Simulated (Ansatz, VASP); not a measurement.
One calculation of Ti, two programs

Contents of POSCAR:

```
Ti
1.0
    3.2517897444      0.0000000000      0.0000000000
    0.0000000000      3.2517897444      0.0000000000
    0.0000000000      0.0000000000     24.7553692333
Ti
7
Direct
    0.5000000000      0.5000000000      0.3029645783
    0.0000000000      0.0000000000      0.3686430522
    0.5000000000      0.5000000000      0.4343215261
    0.0000000000      0.0000000000      0.5000000000
    0.5000000000      0.5000000000      0.5656784739
    0.0000000000      0.0000000000      0.6313569478
    0.5000000000      0.5000000000      0.6970354217
```

File INCAR.step1:

```
  ALGO = Normal
  DIPOL = 0.5 0.5 0.500
  EDIFF = 1E-4
  ENCUT = 520
  GGA = PE
  IDIPOL = 3
  ISMEAR = 0
  LASPH = T
  LCHARG = F
  LDIPOL = T
  LREAL = F
  LWAVE = T
  NBANDS = 51
  NELM = 60
  PREC = Accurate
  SIGMA = 0.1
```

The input INCAR.step2:

```
  ALGO = Normal
  DIPOL = 0.5 0.5 0.500
  EDIFF = 1E-6
  ENCUT = 520
  IDIPOL = 3
  ISIF = 2
  ISMEAR = 0
  ISTART = 1
  LASPH = T
  LCHARG = T
  LDIPOL = T
  LELF = T
  LMIXTAU = T
  LREAL = F
  LVACPOTAV = T
  LVHAR = T
  LWAVE = F
  METAGGA = R2SCAN
  NBANDS = 51
  NELM = 60
  PREC = Accurate
  SIGMA = 0.1
```

KPOINTS

```
k-points
0
Gamma
  11 11 1
```

Input for Ansatz:

```yaml
crystal:
  lattice:
    - [3.2517897444, 0.0, 0.0]
    - [0.0, 3.2517897444, 0.0]
    - [0.0, 0.0, 24.7553692333]
  atoms:
    - { symbol: Ti, position: [0.5, 0.5, 0.3029645783] }
    - { symbol: Ti, position: [0.0, 0.0, 0.3686430522] }
    - { symbol: Ti, position: [0.5, 0.5, 0.4343215261] }
    - { symbol: Ti, position: [0.0, 0.0, 0.5] }
    - { symbol: Ti, position: [0.5, 0.5, 0.5656784739] }
    - { symbol: Ti, position: [0.0, 0.0, 0.6313569478] }
    - { symbol: Ti, position: [0.5, 0.5, 0.6970354217] }
basis:
  ecutwfc: 500
kpoints:
  mp_grid: { grid: [11, 11, 1] }
hamiltonian:
  xc: r2scan
scf:
  occupations: { method: gaussian, width: 0.1 }
output:
  forces: true
  stress: true
  eigenvalues: true
  write_density: true
  write_potential: true
  elf: true
  volumetric_format: npy
efield:
  axis: 3
  dipole_correction: true
  ramp_width: 0.04
```

Alike in both runs: task single point; functional r2SCAN; k mesh 11 × 11 × 1; occupations gaussian, width 0.1 eV; no spin polarisation.

|  | VASP | Ansatz |
| --- | --- | --- |
| version | VASP 6.6.1 | Ansatz 0.2.0 |
| potentials or method | VASP PAW PBE potentials, release 64 (Ti_sv), cutoff 520 eV | scalar-relativistic, plane waves, PAW |
| valence electrons in the cell | 84 | 84 |

```csv
,VASP,Ansatz,Ansatz less VASP
gap on the k mesh at the Fermi level (eV),none,none,-
rms of the force components (eV/Å),0.196,0.204,+0.0076
"work function, face that differs most (eV)",3.18,3.18,0.000
```

VASP's potentials were made for PBE, not for r2SCAN. Atom by atom the forces differ by 0.011 eV/Å (rms over components). A gap of «none» marks a metal or a gap that the smearing closes. Ansatz's warnings: xc potential rough in thin density.
